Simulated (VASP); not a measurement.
# Ge: single point with r2SCAN

Crystal: Ge.

```
Ge
1.0
     3.99762    0.00000    0.00000
    -1.99881    3.46204    0.00000
     0.00000    0.00000    6.59282
Ge
4
Direct
  0.33333 0.66667 0.00037
  0.66667 0.33333 0.50037
  0.33333 0.66667 0.37463
  0.66667 0.33333 0.87463
```

* Program: VASP 6.6.1
* Task: single point
* Functional: r2SCAN
* Potentials or basis: VASP PAW PBE potentials, release 64 (Ge_d)
* Cutoff: 520 eV
* k mesh: 6 × 6 × 4
* Occupations: fermi-dirac, width 0.02 eV
* Spin: no spin polarisation
* Dipole correction: no
* Further INCAR settings: ALGO = Normal; EDIFF = 1e-07; NBANDS = 36

| Quantity | Value |
| --- | --- |
| Pressure | 0.1 GPa |
| Band gap on the k mesh | 0.06 eV, direct |

Stress tensor (GPa, compression positive):
```
0.09 0.00 0.00
0.00 0.09 0.00
0.00 0.00 0.01
```

Levels at points of the mesh, in eV from the valence-band top:
| k point | band 25 | band 26 | band 27 | band 28 | band 29 | band 30 | band 31 | band 32 |
| --- | --- | --- | --- | --- | --- | --- | --- | --- |
| (0.00, 0.00, 0.00) | -1.69 | -0.29 | 0.00 | 0.00 | 0.06 | 0.26 | 2.29 | 2.29 |
| (0.50, 0.00, 0.00) | -4.87 | -3.34 | -3.02 | -1.65 | 0.62 | 1.83 | 3.72 | 3.83 |
| (0.00, 0.00, 0.50) | -1.03 | -1.03 | -1.03 | -1.03 | 0.84 | 0.84 | 3.46 | 3.46 |
| (0.50, 0.00, 0.50) | -2.77 | -2.77 | -2.66 | -2.66 | 0.63 | 0.63 | 2.27 | 2.27 |

Wall time 4.2 min on 1 thread of Intel Xeon 6975P-C (shared host), peak memory 0.23 GiB.

Caveat: the PAW data sets were made with another functional, which shifts forces and pressure a little. A k mesh can miss the band edges.
